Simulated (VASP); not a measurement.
B32HN32 (a cell with a defect):

```
B N H
1.0
     7.21159    0.00000    0.00000
     0.00000    7.21159    0.00000
     0.00000    0.00000    7.21159
B N H
32 32 1
Cartesian
  7.2091 0.0031 7.2080
  7.2075 0.0016 3.6025
  7.2074 3.6091 7.2063
  7.1992 3.6124 3.6057
  3.6039 0.0016 7.2064
  3.6070 7.2050 3.6058
  3.6068 3.6124 7.1982
  3.6093 3.6151 3.6080
  1.7978 1.8033 7.1992
  1.7955 1.8013 3.6076
  1.8004 5.4144 7.2063
  1.7975 5.4219 3.6051
  5.4087 1.8062 7.2063
  5.4163 1.8030 3.6052
  5.4072 5.4124 7.2076
  5.4085 5.4142 3.6020
  1.7978 7.2057 1.7966
  1.8006 0.0016 5.4077
  1.7952 3.6147 1.7940
  1.7973 3.6119 5.4152
  5.4089 0.0014 1.7993
  5.4069 0.0028 5.4059
  5.4164 3.6117 1.7962
  5.4085 3.6088 5.4075
  7.2002 1.8033 1.7967
  7.2074 1.8059 5.4076
  7.2075 5.4143 1.7992
  7.2088 5.4125 5.4057
  3.6090 1.8007 1.7940
  3.6063 1.8032 5.4154
  3.6066 5.4220 1.7964
  3.6033 5.4141 5.4074
  0.9013 0.9068 0.9002
  0.8972 0.9029 4.5112
  0.8972 4.5179 0.8959
  0.9009 4.5131 4.5063
  4.5124 0.9029 0.8960
  4.5076 0.9066 4.5064
  4.5077 4.5132 0.8998
  4.5115 4.5172 4.5104
  2.7047 2.7102 0.8657
  2.7037 2.7098 4.5419
  2.7048 6.3162 0.8955
  2.7044 6.3158 4.5108
  6.3103 2.7101 0.8954
  6.3100 2.7098 4.5109
  6.3105 6.3158 0.8994
  6.3101 6.3157 4.5065
  2.7047 0.8722 2.7034
  2.7046 0.9024 6.3095
  2.7038 4.5485 2.7027
  2.7043 4.5177 6.3089
  6.3104 0.9022 2.7034
  6.3103 0.9063 6.3091
  6.3101 4.5174 2.7030
  6.3100 4.5133 6.3089
  0.8666 2.7104 2.7034
  0.8964 2.7101 6.3093
  0.8968 6.3160 2.7033
  0.9007 6.3159 6.3091
  4.5428 2.7095 2.7027
  4.5119 2.7099 6.3090
  4.5121 6.3158 2.7032
  4.5079 6.3158 6.3090
  2.7053 2.7096 2.7053
```

Base run:

- Program: VASP 6.6.1
- Functional: PBEsol
- Potentials or basis: VASP PAW PBE potentials, release 64 (B, N, H)
- Cutoff: 520 eV
- k mesh: 1 × 1 × 1, shifted
- Occupations: fermi-dirac, width 0.05 eV
- Spin: collinear spin

Its results: band gap on the k mesh 1.23 eV; pressure 3.3 GPa; net moment 1.00 μB per cell; site moments B +0.00, -0.00 (each value once); N +0.00, +0.01, +0.04, -0.00 (each value once); H +0.30 μB; largest force 0.113 eV/Å.

**Question.** The run is repeated on the same cell with these changes: functional from PBEsol to r2SCAN. What comes out?

**Answer.** Band gap on the k mesh 2.25 eV; pressure 5.3 GPa; net moment 1.00 μB per cell; site moments B +0.00, -0.01 (each value once); N +0.00, +0.01, +0.04, -0.00 (each value once); H +0.34 μB; largest force 0.125 eV/Å.

Caveats: the PAW data sets were made with another functional, which shifts forces and pressure a little.

A k mesh can miss the band edges.
